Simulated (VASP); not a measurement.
# Ga in VASP: single point with PBE

Aim: the single point of Ga with PBE.

Program: VASP 6.6.1. These are calculated values, not measurements. Logs are shortened: lines on timing, memory, paths and dates and some standing lists are left out, and cuts for length are marked.

**1. The cell of the first run**

The cell holds a slab with vacuum, 8 atoms: a = 2.803 Å, b = 4.274 Å, c = 26.839 Å, α = 90.00°, β = 90.00°, γ = 109.14°.

**2. Single point, PBE**

INCAR

```
SYSTEM = Ga
PREC = Accurate ; ENCUT = 520
EDIFF = 1E-7 ; ISMEAR = 0
SIGMA = 0.1 ; LREAL = .False.
LASPH = .True. ; NELM = 100
ALGO = Normal ; ISIF = 2
LWAVE = .False. ; LCHARG = .True.
LDIPOL = .True. ; IDIPOL = 3
DIPOL = 0.5 0.5 0.500 ; GGA = PE
LELF = .True. ; LVHAR = .True.
LVACPOTAV = .True. ; NBANDS = 62
ISYM = 0
```

KPOINTS

```
regular mesh
0
Gamma
  13 9 1
  0 0 0
```

POSCAR

```
Ga
1.0
    2.8032310441      0.0000000000      0.0000000000
   -1.4016155221      4.0376642742      0.0000000000
    0.0000000000      0.0000000000     26.8393462362
Ga
8
Direct
    0.1343321464      0.2640016526      0.2883415975
    0.8646032499      0.7281585383      0.3464685796
    0.1336379084      0.2669590900      0.4053241409
    0.8637752951      0.7308131274      0.4678808146
    0.1362245769      0.2691868620      0.5321191852
    0.8663620756      0.7330409074      0.5946758594
    0.1353967930      0.2718414670      0.6535314213
    0.8656679547      0.7359983552      0.7116584015
```

Potentials or basis: VASP PAW PBE potentials, release 64 (Ga_d).

Started as:

```
> cat potpaw_PBE.64/Ga_d/POTCAR > POTCAR
> mpirun -np 1 vasp_std > vasp.out
```

OUTCAR:

```text
SYSTEM = Ga
   PREC = Accurate
   ENCUT = 520
   EDIFF = 1E-7
   ISMEAR = 0
   LREAL = .False.
   LASPH = .True.
   NELM = 100
   ISIF = 2
   GGA = PE
   ISYM = 0

 ion  position               nearest neighbor table
   1  0.134  0.264  0.288-   2 2.67   2 2.81   2 2.82
   2  0.865  0.728  0.346-   1 2.67   3 2.69   1 2.81   3 2.82   1 2.82   3 2.82
   3  0.134  0.267  0.405-   2 2.69   4 2.74   2 2.82   2 2.82   4 2.88   4 2.88
   4  0.864  0.731  0.468-   3 2.74   5 2.77   3 2.88   3 2.88   5 2.90   5 2.90
   5  0.136  0.269  0.532-   6 2.74   4 2.77   6 2.88   6 2.88   4 2.90   4 2.90
   6  0.866  0.733  0.595-   7 2.69   5 2.74   7 2.82   7 2.82   5 2.88   5 2.88
   7  0.135  0.272  0.654-   8 2.67   6 2.69   8 2.81   6 2.82   8 2.82   6 2.82
   8  0.866  0.736  0.712-   7 2.67   7 2.81   7 2.82

IMPORTANT INFORMATION: All symmetrisations will be switched off!
NOSYMM: (Re-)initialisation of all symmetry stuff for point group C_1.

----------------------------------------------------------------------------------------

                                     Primitive cell

  volume of cell :     303.7813

  direct lattice vectors                    reciprocal lattice vectors
     2.803231044  0.000000000  0.000000000     0.356731209  0.123833971  0.000000000
    -1.401615522  4.037664274  0.000000000     0.000000000  0.247667942  0.000000000
     0.000000000  0.000000000 26.839346236     0.000000000  0.000000000  0.037258732

  length of vectors
     2.803231044  4.274021392 26.839346236     0.377613570  0.247667942  0.037258732

  position of ions in fractional coordinates (direct lattice)
     0.134332146  0.264001653  0.288341598
     0.864603250  0.728158538  0.346468580
     0.133637908  0.266959090  0.405324141
     0.863775295  0.730813127  0.467880815
     0.136224577  0.269186862  0.532119185
     0.866362076  0.733040907  0.594675859
     0.135396793  0.271841467  0.653531421
     0.865667955  0.735998355  0.711658402

  ion indices of the primitive-cell ions
   primitive index   ion index
                 1           1
                 2           2
                 3           3
                 4           4
                 5           5
                 6           6
                 7           7
                 8           8

----------------------------------------------------------------------------------------

 KPOINTS: regular mesh

Automatic generation of k-mesh.
 Grid dimensions read from file:
 generate k-points for:   13    9    1

 Generating k-lattice:

  Cartesian coordinates                     Fractional coordinates (reciprocal lattice)
     0.027440862  0.009525690  0.000000000     0.076923077  0.000000000  0.000000000
     0.000000000  0.027518660  0.000000000     0.000000000  0.111111111  0.000000000
     0.000000000  0.000000000  0.037258732     0.000000000  0.000000000  1.000000000

  Length of vectors
     0.029047198  0.027518660  0.037258732

  Shift w.r.t. Gamma in fractional coordinates (k-lattice)
     0.000000000  0.000000000  0.000000000

 -----------------------------------------------------------------------------
|                                                                             |
|           W    W    AA    RRRRR   N    N  II  N    N   GGGG   !!!           |
|           W    W   A  A   R    R  NN   N  II  NN   N  G    G  !!!           |
|           W    W  A    A  R    R  N N  N  II  N N  N  G       !!!           |
|           W WW W  AAAAAA  RRRRR   N  N N  II  N  N N  G  GGG   !            |
|           WW  WW  A    A  R   R   N   NN  II  N   NN  G    G                |
|           W    W  A    A  R    R  N    N  II  N    N   GGGG   !!!           |
|                                                                             |
|     Your reciprocal lattice and k-lattice belong to different lattice       |
|     classes:                                                                |
|                                                                             |
|        The reciprocal lattice is base centered orthorhombic,                |
|        whereas your k-lattice is simple monoclinic.                         |
|                                                                             |
|     Results are often still useful ...                                      |
|                                                                             |
 -----------------------------------------------------------------------------

 WARNING: IBZKPT: internal override: KBLOWUP is changed to .FALSE.
      ... skipping the blow-up phase ...

 Subroutine IBZKPT returns following result:
 ===========================================

 Found     59 irreducible k-points:

 Following reciprocal coordinates:
            Coordinates               Weight
  0.000000  0.000000  0.000000      1.000000
  0.076923  0.000000  0.000000      2.000000
  0.153846  0.000000  0.000000      2.000000
  0.230769 -0.000000  0.000000      2.000000
  0.307692  0.000000  0.000000      2.000000
  0.384615 -0.000000  0.000000      2.000000
[... 16 lines left out ...]
  0.153846  0.222222  0.000000      2.000000
  0.230769  0.222222  0.000000      2.000000
 [... further k-points ...]
   k-points           NKPTS =     59   k-points in BZ     NKDIM =     59   number of bands    NBANDS=     62
   number of dos      NEDOS =    301   number of ions     NIONS =      8
   total plane-waves  NPLWV = 153600
   dimension x,y,z NGX =    24 NGY =   32 NGZ =  200
   dimension x,y,z NGXF=    48 NGYF=   64 NGZF=  400
   ions per type =               8
   NGX,Y,Z   is equivalent  to a cutoff of  14.23, 12.45, 12.39 a.u.
   NGXF,Y,Z  is equivalent  to a cutoff of  28.47, 24.89, 24.78 a.u.
 SYSTEM =  Ga
   PREC   = accura    normal or accurate (medium, high low for compatibility)
   ISTART =      0    job   : 0-new  1-cont  2-samecut
   ICHARG =      2    charge: 1-file 2-atom 10-const
   ISPIN  =      1    spin polarized calculation?
   LNONCOLLINEAR =      F non collinear calculations
   LSORBIT =      F    spin-orbit coupling
   LASPH  =      T    aspherical Exc in radial PAW
   ENCUT  =  520.0 eV  38.22 Ry    6.18 a.u.   5.21  7.95 49.90*2*pi/ulx,y,z
   NELM   =    100;   NELMIN=  2; NELMDL= -5     # of ELM steps
   EDIFF  = 0.1E-06   stopping-criterion for ELM
   LREAL  =      F    real-space projection
   EDIFFG = 0.1E-05   stopping-criterion for IOM
   NSW    =      0    number of steps for IOM
   IBRION =     -1    ionic relax: 0-MD 1-quasi-New 2-CG
   NFREE  =      0    steps in history (QN), initial steepest desc. (CG)
   ISIF   =      2    stress and relaxation
   ISYM   =      0    0-nonsym 1-usesym 2-fastsym
   POTIM  = 0.5000    time-step for ionic-motion
   TEBEG  =    0.0;   TEEND  =   0.0 temperature during run
   PSTRESS=    0.0 pullay stress
   NELECT =     104.0000    total number of electrons
   NUPDOWN=      -1.0000    fix difference up-down
   EMIN   =  10.00;   EMAX   =-10.00  energy-range for DOS
   EFERMI =   0.00;   METHOD = LEGACY
   ISMEAR =     0;   SIGMA  =   0.10  broadening in eV -4-tet -1-fermi 0-gaus
   EFERMI_NEDOS =   21; number of points for ismear=-14 and -15
   IALGO  =     38    algorithm
   IMIX   =      4    mixing-type and parameters
     AMIX     =   0.40;   BMIX     =  1.00
     AMIX_MAG =   1.60;   BMIX_MAG =  1.00
  volume/ion in A,a.u.               =      37.97       256.25
  Fermi-wavevector in a.u.,A,eV,Ry     =   1.145246  2.164202 17.845256  1.311589
  Thomas-Fermi vector in A             =   2.281935
   LORBIT       =      0    0 simple, 1 ext, 2 COOP (PROOUT), +10 PAW based schemes
   GGA     = PE    functional components
   LHFCALC =     F    Hartree Fock is set to
   AEXX    =    0.0000 exact exchange contribution
   IVDW    =     0    specifies the selected vdW correction
   LEPSILON=     F    determine dielectric tensor
   LRPA    =     F    only Hartree local field effects (RPA)
 non-spin polarized calculation
 Gauss-broadening in eV      SIGMA  =   0.10
  energy-cutoff  :      520.00
  volume of cell :      303.78
 maximum number of plane-waves:      8229
 NGX is ok and might be reduce to    24
   NGX = 11   NGY = 15   NGZ = 99

 dipolmoment           0.000000      0.000000      0.000104 electrons x Angstroem

 number of electron     104.0000033 magnetization

 dipolmoment           0.000000      0.000000     -0.000001 electrons x Angstroem

 Free energy of the ion-electron system (eV)
  ---------------------------------------------------
  ext. energy  EPLUGINS =         0.00000000
  ---------------------------------------------------
  free energy    TOTEN  =       -22.51358634 eV

  energy without entropy =      -22.50412989  energy(sigma->0) =      -22.50885811

 E-fermi :   0.8396     XC(G=0):  -6.0535

 val. band max:        0.8359350759   @ k =   0.3846   0.3333   0.0000
 cond. band min:       0.8425928506   @ k =   0.3077   0.3333   0.0000
 fundamental gap:      0.0066577748
 Fermi energy:         0.8396130943

 k-point     1 :       0.0000    0.0000    0.0000
  band No.  band energies     occupation
      1     -14.4009      2.00000
      2     -14.4006      2.00000
      3     -14.3885      2.00000
      4     -14.3866      2.00000
      5     -14.3609      2.00000
      6     -14.3483      2.00000
[... 54 lines left out ...]
     61       5.0491      0.00000
     62       5.6724      0.00000

 k-point     2 :       0.0769    0.0000    0.0000
  band No.  band energies     occupation
      1     -14.3917      2.00000
      2     -14.3905      2.00000
      3     -14.3802      2.00000
      4     -14.3734      2.00000
      5     -14.3531      2.00000
      6     -14.3363      2.00000
[... 1419 lines left out ...]
     61       5.8117      0.00000
     62       6.0611      0.00000

 k-point    24 :       0.2308    0.2222    0.0000
  band No.  band energies     occupation
      1     -14.3174      2.00000
      2     -14.3155      2.00000
      3     -14.3113      2.00000
      4     -14.3056      2.00000
      5     -14.2961      2.00000
      6     -14.2856      2.00000
[... 54 lines left out ...]
     61       5.9751      0.00000
     62       6.1479      0.00000

 [... further k-points ...]

------------------------ aborting loop because EDIFF is reached ----------------------------------------

  FORCE on cell =-STRESS in cart. coord.  units (eV):
  Direction    XX          YY          ZZ          XY          YZ          ZX
  --------------------------------------------------------------------------------------
  -------------------------------------------------------------------------------------
  Total        0.3412620      1.0964122      0.1010779     -0.0193628      0.0424788     -0.0072446
  in kB        1.7998546      5.7826033      0.5330966     -0.1021219      0.2240383     -0.0382089
  external PRESSURE =       2.7051848 kB  Pullay stress =       0.0000000 kB

 VOLUME and BASIS-vectors are now :
 -----------------------------------------------------------------------------
  energy-cutoff  :      520.00
  volume of cell :      303.78
      direct lattice vectors                 reciprocal lattice vectors
     2.803231044  0.000000000  0.000000000     0.356731209  0.123833971  0.000000000
    -1.401615522  4.037664274  0.000000000     0.000000000  0.247667942  0.000000000
     0.000000000  0.000000000 26.839346236     0.000000000  0.000000000  0.037258732

 POSITION                                       TOTAL-FORCE (eV/Angst)
 -----------------------------------------------------------------------------------
      0.00654      1.06595      7.73890         0.001928     -0.003030     -0.007087
      1.40308      2.94006      9.29899        -0.001001     -0.001362     -0.012153
      0.00044      1.07789     10.87863         0.000152      0.001262      0.007870
      1.39704      2.95078     12.55762        -0.001341      0.002632     -0.001239
      0.00457      1.08689     14.28173         0.001343     -0.002632      0.001261
      1.40117      2.95977     15.96071        -0.000153     -0.001271     -0.007854
     -0.00147      1.09760     17.54036         0.001001      0.001374      0.012139
      1.39508      2.97171     19.10045        -0.001930      0.003026      0.007063
 -----------------------------------------------------------------------------------
    total drift:                               -0.000001      0.000002     -0.000048

  FREE ENERGIE OF THE ION-ELECTRON SYSTEM (eV)
  ---------------------------------------------------
  free  energy   TOTEN  =       -22.5135863398 eV

  energy  without entropy=      -22.5041298865  energy(sigma->0) =      -22.50885811

 vacuum level on the upper side and lower side of the slab         4.720         4.720
```

Run time: 28 min. Hardware: 1 thread of AMD EPYC 7R13 (Zen 3), shared host; peak memory 0.83 GiB.

Results:

- Free energy: -22.5136 eV
- Largest force: 0.012 eV/Å
- Band gap on the k mesh: zero (bands 52 and 53 overlap by 2.16 eV)

Forces on the atoms (eV/Å):
```
Ga   0.002 -0.003 -0.007
Ga  -0.001 -0.001 -0.012
Ga   0.000  0.001  0.008
Ga  -0.001  0.003 -0.001
Ga   0.001 -0.003  0.001
Ga   0.000 -0.001 -0.008
Ga   0.001  0.001  0.012
Ga  -0.002  0.003  0.007
```

Levels at points of the mesh, in eV from the Fermi level:
| k point | band 48 | band 49 | band 50 | band 51 | band 52 | band 53 | band 54 | band 55 | band 56 | band 57 |
| --- | --- | --- | --- | --- | --- | --- | --- | --- | --- | --- |
| (0.00, 0.00, 0.00) | -1.95 | -1.94 | -1.49 | -0.30 | 0.05 | 0.34 | 0.90 | 1.16 | 1.21 | 2.13 |
